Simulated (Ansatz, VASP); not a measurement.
# Os: VASP beside Ansatz

The input POSCAR:

```
Os
1.0
    2.7340999755      0.0000000000      0.0000000000
   -1.3670499878      2.3678000353      0.0000000000
    0.0000000000      0.0000000000      4.4816887500
Os
2
Direct
    0.3333333333      0.6666666667      0.2500000000
    0.6666666667      0.3333333333      0.7500000000
```

INCAR.step1

```
PREC = Accurate ; ENCUT = 520
ISMEAR = 0 ; SIGMA = 0.15
LREAL = False ; LASPH = True
NELM = 100 ; NBANDS = 15
GGA = PE ; ALGO = Normal
EDIFF = 1E-4 ; LWAVE = True
LCHARG = False
```

File INCAR.step2:

```
PREC = Accurate ; ENCUT = 520
EDIFF = 1E-6 ; ISMEAR = 0
SIGMA = 0.15 ; LREAL = False
LASPH = True ; NELM = 100
ALGO = Normal ; ISIF = 2
LWAVE = False ; LCHARG = False
METAGGA = R2SCAN ; LMIXTAU = True
NBANDS = 15 ; ISTART = 1
```

File KPOINTS:

```
regular mesh
0
Gamma
  21 21 12
```

Input for Ansatz:

```yaml
crystal:
  lattice:
    - [2.7340999755, 0.0, 0.0]
    - [-1.3670499878, 2.3678000353, 0.0]
    - [0.0, 0.0, 4.48168875]
  atoms:
    - { symbol: Os, position: [0.3333333333, 0.6666666667, 0.25] }
    - { symbol: Os, position: [0.6666666667, 0.3333333333, 0.75] }
basis:
  ecutwfc: 500
kpoints:
  mp_grid: { grid: [21, 21, 12] }
hamiltonian:
  xc: r2scan
scf:
  occupations: { method: gaussian, width: 0.15 }
output:
  forces: true
  stress: true
  eigenvalues: true
```

Change from the starting cell: strain +0.0375 x Voigt [0, 0, 1, 0, 0, 0], atoms carried along.

Alike in both runs: task single point; functional r2SCAN; k mesh 21 × 21 × 12; occupations gaussian, width 0.15 eV; no spin polarisation.

|  | VASP | Ansatz |
| --- | --- | --- |
| version | VASP 6.6.1 | Ansatz 0.2.0 |
| potentials or method | VASP PAW PBE potentials, release 64 (Os), cutoff 520 eV | scalar-relativistic, plane waves, PAW |
| valence electrons in the cell | 16 | 32 |

```csv
,VASP,Ansatz,Ansatz less VASP
gap on the k mesh at the Fermi level (eV),none,none,-
pressure (GPa),-13.0,-13.6,-0.63
"traceless stress, the component that is largest in VASP (GPa)",-14.60,-14.73,-0.140
```

VASP's potentials were made for PBE, not for r2SCAN. A gap of «none» marks a metal or a gap that the smearing closes. VASP's potentials hold 16 valence electrons a cell and Ansatz's 32, so a difference there can come from the potentials and not from the codes.

Neither program's run includes spin-orbit coupling.
